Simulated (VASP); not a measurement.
A run of VASP 6.6.1 is set up as follows.

INCAR

```
SYSTEM = In
  PREC = Accurate
  ENCUT = 520
  EDIFF = 1E-8
  ISMEAR = -1
  SIGMA = 0.05
  LREAL = .FALSE.
  LASPH = .TRUE.
  NELM = 100
  ALGO = Normal
  ISIF = 2
  LWAVE = .FALSE.
  LCHARG = .FALSE.
  LEFG = .TRUE.
  ISYM = 0
  NBANDS = 12
```

File KPOINTS:

```
regular mesh
0
G
  12 12 14
  0 0 0
```

POSCAR

```
In
1.0
   -1.6580433912      1.6580433912      2.5224711420
    1.6580433912     -1.6580433912      2.5224711420
    1.6580433912      1.6580433912     -2.5224711420
In
1
Direct
    0.0000000000      0.0000000000      0.0000000000
```

Potentials or basis: VASP PAW LDA potentials, release 64 (In_d).

Launch:

```console
$ cat potpaw_LDA.64/In_d/POTCAR > POTCAR
$ mpirun -np 1 vasp_std > vasp.out
```

(1) What does it give for the pressure?

Answers

(1) -4.4 GPa.

Caveat: without QUAD_EFG the Cq values of the log hold for a quadrupole moment of 1 mb, not for the nuclei.
